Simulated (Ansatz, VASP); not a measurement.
This is a calculation of NaCl for Ansatz 0.2.0.

Contents of input.yaml:

```yaml
crystal:
  lattice:
    - [0.0, 2.7940632177, 2.7940632177]
    - [2.7940632177, 0.0, 2.7940632177]
    - [2.7940632177, 2.7940632177, 0.0]
  atoms:
    - { symbol: Cl, position: [0.5, 0.5, 0.5] }
    - { symbol: Na, position: [0.0, 0.0, 0.0] }
kpoints:
  mp_grid: { grid: [4, 4, 4] }
scf:
  occupations: { method: fermi_dirac, width: 0.05 }
hamiltonian:
  xc: { preset: hse06, exx: { coeff: 0.2, omega: 0.2 } }
  pseudopotentials: { kind: all_electron, datasets: crystal }
output:
  forces: true
  stress: true
```

Potentials or basis: all-electron PAW datasets made for the crystal.

Run with:

```console
$ ansatz run input.yaml --threads 1 --pin off --max-ram 3072MiB --backend cpu --events-out ev --progress --plain --runs-dir out
```

Problem. Set up the same calculation for VASP 6.6.1. Potentials there: VASP PAW PBE potentials, release 64 (Cl, Na_pv).

Solution. As run (the cutoff follows the program's own potentials):

Contents of POSCAR:

```
NaCl
1.0
    0.0000000000      2.7940632177      2.7940632177
    2.7940632177      0.0000000000      2.7940632177
    2.7940632177      2.7940632177      0.0000000000
Cl Na
1 1
Direct
    0.5000000000      0.5000000000      0.5000000000
    0.0000000000      0.0000000000      0.0000000000
```

Contents of INCAR.step1:

```
SYSTEM = NaCl
PREC = Accurate
ENCUT = 520
EDIFF = 1E-5
ISMEAR = -1
SIGMA = 0.05
LREAL = .FALSE.
LASPH = .TRUE.
NELM = 60
ALGO = Normal
ISIF = 2
LWAVE = .TRUE.
LCHARG = .FALSE.
NBANDS = 14
GGA = PE
```

Contents of INCAR.step2:

```
SYSTEM = NaCl
PREC = Accurate
ENCUT = 520
EDIFF = 1E-6
ISMEAR = -1
SIGMA = 0.05
LREAL = .FALSE.
LASPH = .TRUE.
NELM = 60
ALGO = Normal
ISIF = 2
LWAVE = .FALSE.
LCHARG = .FALSE.
GGA = PE
LHFCALC = .TRUE.
AEXX = 0.2
HFSCREEN = 0.2
PRECFOCK = Normal
NBANDS = 14
ISTART = 1
```

File KPOINTS:

```
regular mesh
0
G
  4 4 4
  0 0 0
```

Potentials or basis: VASP PAW PBE potentials, release 64 (Cl, Na_pv).

Command:

```bash
$ cat potpaw_PBE.64/Cl/POTCAR potpaw_PBE.64/Na_pv/POTCAR > POTCAR
$ cp INCAR.step1 INCAR
$ mpirun -np 1 vasp_std > vasp.out
$ cp INCAR.step2 INCAR
$ mpirun -np 1 vasp_std > vasp.out
```

Both were run:

|  | VASP | Ansatz | Ansatz less VASP |
| --- | --- | --- | --- |
| gap on the k mesh at the Fermi level (eV) | 6.33 | 6.34 | +0.006 |
| least direct gap on the mesh (eV) | 6.33 | 6.34 | +0.006 |
| pressure (GPa) | 1.2 | 1.1 | -0.08 |

VASP's potentials were made for PBE, not for PBE-based screened hybrid. Ansatz ran all-electron here, and VASP with PAW potentials.

The k mesh is coarse, so the values compare programs but aren't converged.
